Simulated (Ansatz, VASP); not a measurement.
One calculation of LiH8ClO4, two programs

```
O H Li Cl
1.0
     5.28480    0.00000    0.00000
     0.00000    5.28480    0.00000
     0.00000    0.00000    5.28480
O H Li Cl
4 8 1 1
Direct
  0.67624 0.35082 0.82792
  0.93427 0.05684 0.49671
  0.48691 0.00320 0.15833
  0.98418 0.75254 0.98897
  0.55452 0.41810 0.70377
  0.78048 0.23470 0.72762
  0.05887 0.18881 0.45990
  0.01823 0.89843 0.45215
  0.53421 0.12831 0.02992
  0.62980 0.00830 0.27398
  0.98369 0.86299 0.84330
  0.88065 0.60881 0.93546
  0.32413 0.68786 0.09029
  0.26234 0.55389 0.49693
```

Alike in both runs: functional r2SCAN; dispersion D3(BJ); k mesh 1 × 1 × 1; occupations fermi-dirac, width 0.02 eV; no spin polarisation.

Ansatz relaxed the structure, and its values are those at the end. VASP's run is a single point on that final structure, the one shown.

|  | VASP | Ansatz |
| --- | --- | --- |
| version | VASP 6.6.1 | Ansatz 0.2.0 |
| potentials or method | VASP PAW PBE potentials, release 64 (O, H, Li_sv, Cl), cutoff 520 eV | scalar-relativistic, plane waves, PAW |
| valence electrons in the cell | 42 | 42 |

```tsv
	VASP	Ansatz	Ansatz less VASP
gap on the k mesh at the Fermi level (eV)	5.46	5.47	+0.005
rms of the force components (eV/Å)	0.075	0.044	-0.0308
```

VASP's potentials were made for PBE, not for r2SCAN. Ansatz's warnings: dispersion damping borrowed.

Noted on VASP's run: the cutoff is short for stress, so the pressure is rough.
